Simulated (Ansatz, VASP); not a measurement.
**Two plane-wave programs on CdS**

Contents of INCAR:

```
SYSTEM = CdS
  PREC = Accurate
  ENCUT = 520
  EDIFF = 1E-6
  ISMEAR = 0
  SIGMA = 0.05
  LREAL = .FALSE.
  LASPH = .TRUE.
  NELM = 60
  ALGO = Normal
  ISIF = 2
  LWAVE = .FALSE.
  LCHARG = .FALSE.
  GGA = PE
  NBANDS = 26
```

Contents of KPOINTS:

```
regular mesh
0
G
  12 12 4
  0 0 0
```

Contents of POSCAR:

```
CdS
1.0
    4.1347992034      0.0000000000      0.0000000000
   -2.0673996017      3.5808411497      0.0000000000
    0.0000000000      0.0000000000      6.7490000000
Cd S
2 2
Direct
    0.3333333333      0.6666666667      0.0000000000
    0.6666666667      0.3333333333      0.5000000000
    0.3333333333      0.6666666667      0.4146340199
    0.6666666667      0.3333333333      0.8850000000
```

Input for Ansatz:

```yaml
crystal:
  lattice:
    - [4.1347992034, 0.0, 0.0]
    - [-2.0673996017, 3.5808411497, 0.0]
    - [0.0, 0.0, 6.749]
  atoms:
    - { symbol: Cd, position: [0.3333333333, 0.6666666667, 0.0] }
    - { symbol: Cd, position: [0.6666666667, 0.3333333333, 0.5] }
    - { symbol: S, position: [0.3333333333, 0.6666666667, 0.4146340199] }
    - { symbol: S, position: [0.6666666667, 0.3333333333, 0.885] }
basis:
  ecutwfc: 420
kpoints:
  mp_grid: { grid: [12, 12, 4] }
hamiltonian:
  xc: pbe
scf:
  occupations: { method: gaussian, width: 0.05 }
output:
  forces: true
  stress: true
  eigenvalues: true
```

Alike in both runs: task single point; functional PBE; k mesh 12 × 12 × 4; occupations gaussian, width 0.05 eV; no spin polarisation.

|  | VASP | Ansatz |
| --- | --- | --- |
| version | VASP 6.6.1 | Ansatz 0.2.0 |
| potentials or method | VASP PAW PBE potentials, release 64 (Cd, S), cutoff 520 eV | scalar-relativistic, plane waves, PAW |
| valence electrons in the cell | 36 | 52 |

Ansatz gave:

- gap on the k mesh at the Fermi level (eV): 1.24
- least direct gap on the mesh (eV): 1.24
- pressure (GPa): 3.2
- traceless stress, the component that is largest in VASP (GPa): -3.02
- rms of the force components (eV/Å): 0.384

Question: What did VASP give for the same quantities?

Answer: gap on the k mesh at the Fermi level (eV): 1.25; least direct gap on the mesh (eV): 1.25; pressure (GPa): 3.5; traceless stress, the component that is largest in VASP (GPa): -3.14; rms of the force components (eV/Å): 0.392.

Atom by atom the forces differ by 0.009 eV/Å (rms over components). The functional is the same, so the differences come from potentials, cutoffs and numerics. VASP's potentials hold 36 valence electrons a cell and Ansatz's 52, so a difference there can come from the potentials and not from the codes.
